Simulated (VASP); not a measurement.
**GdN: single point with r2SCAN+U**

Crystal: GdN.

```
CELL_PARAMETERS angstrom
0.00000 2.49950 2.49950
2.49950 0.00000 2.49950
2.49950 2.49950 0.00000
ATOMIC_POSITIONS crystal
Gd 0.50000 0.50000 0.50000
N 0.00000 0.00000 0.00000
```

* Program: VASP 6.6.1
* Task: single point
* Functional: r2SCAN
* Potentials or basis: VASP PAW PBE potentials, release 64 (Gd, N)
* Cutoff: 520 eV
* k mesh: 7 × 7 × 7
* Occupations: gaussian, width 0.05 eV
* Spin: collinear spin, ferrimagnetic start
* Starting moments: [7.65, -0.17] μB
* Hubbard terms: Gd f U = 3.0 eV

| Quantity | Value |
| --- | --- |
| Pressure | -1.3 GPa |
| Band gap on the k mesh | zero (filled and empty bands overlap) |
| Net moment | 7.00 μB per cell |
| Site moments | Gd +6.82; N -0.13 μB |
| Valence electrons inside the program's atomic spheres | Gd 15.22; N 3.67 |

Levels at points of the mesh, in eV from the Fermi level:
Spin up:
| k point | band 11 | band 12 | band 13 | band 14 | band 15 | band 16 | band 17 | band 18 | band 19 | band 20 |
| --- | --- | --- | --- | --- | --- | --- | --- | --- | --- | --- |
| (0.00, 0.00, 0.00) | -5.11 | -5.11 | 0.23 | 0.23 | 0.23 | 2.83 | 2.83 | 2.83 | 3.80 | 4.94 |
Spin down:
| k point | band 5 | band 6 | band 7 | band 8 | band 9 | band 10 | band 11 | band 12 |
| --- | --- | --- | --- | --- | --- | --- | --- | --- |
| (0.00, 0.00, 0.00) | -13.74 | -0.57 | -0.57 | -0.57 | 3.79 | 3.79 | 3.79 | 4.30 |

Eigenvalues of the final occupation matrices:
```tsv
site	spin	trace	eigenvalues
site 1 f	1	6.94	0.99 0.99 0.99 0.99 0.99 0.99 0.99
site 1 f	2	0.05	0.00 0.00 0.00 0.00 0.01 0.01 0.01
```

Wall time 100 s on 1 thread of AMD EPYC 9R45 96-Core Processor (Zen 5), on a shared host, peak memory 0.17 GiB.

Caveat: the PAW data sets were made with another functional, which shifts forces and pressure a little; spin-orbit coupling is left out, which moves the levels of the heavy elements; a cell with one magnetic atom can't hold antiferromagnetic order, which such compounds often take. The state reached can hang on the start; a lower one may exist.
